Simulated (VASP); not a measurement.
CsBr: single point with r2SCAN

CsBr:

```xyz
2
Lattice="4.3194 0.0000 0.0000 0.0000 4.3194 0.0000 0.0000 0.0000 4.3194" Properties=species:S:1:pos:R:3 pbc="T T T"
Cs    0.0000    0.0000    0.0000
Br    2.1597    2.1597    2.1597
```

| Quantity | Value |
| --- | --- |
| Program | VASP 6.6.1 |
| Task | single point |
| Functional | r2SCAN |
| Potentials or basis | VASP PAW PBE potentials, release 64 (Cs_sv, Br) |
| Cutoff | 550 eV |
| k mesh | 4 × 4 × 4 |
| Occupations | gaussian, width 0.01 eV |
| Spin | no spin polarisation |
| Dipole correction | no |
| Further INCAR settings | ALGO = Normal; EDIFF = 1e-06; NBANDS = 15 |

- Pressure: 0.1 GPa
- Band gap on the k mesh: 5.19 eV, indirect (the least direct gap lies 4.9 meV higher)

Levels at points of the mesh, in eV from the valence-band top:
```tsv
k point	band 5	band 6	band 7	band 8	band 9	band 10	band 11	band 12
(0.00, 0.00, 0.00)	-6.57	0.00	0.00	0.00	5.19	5.42	5.42	9.75
(0.50, 0.00, 0.00)	-6.47	-1.26	-0.20	-0.20	6.43	7.85	8.37	8.94
(0.50, 0.50, 0.00)	-6.41	-0.58	-0.58	0.00	5.83	6.11	7.85	7.85
(0.50, 0.50, 0.50)	-6.95	-1.13	-1.13	-1.13	8.89	8.89	8.89	9.78
```

Wall time 28 s on 1 thread of Intel(R) Xeon(R) 6975P-C (Granite Rapids), on a shared host, peak memory 0.21 GiB.

Caveat: the PAW data sets were made with another functional, which shifts forces and pressure a little; spin-orbit coupling is left out, which moves the levels of the heavy elements. r2SCAN opens gaps a little over a GGA but as a rule still falls short of measured ones.
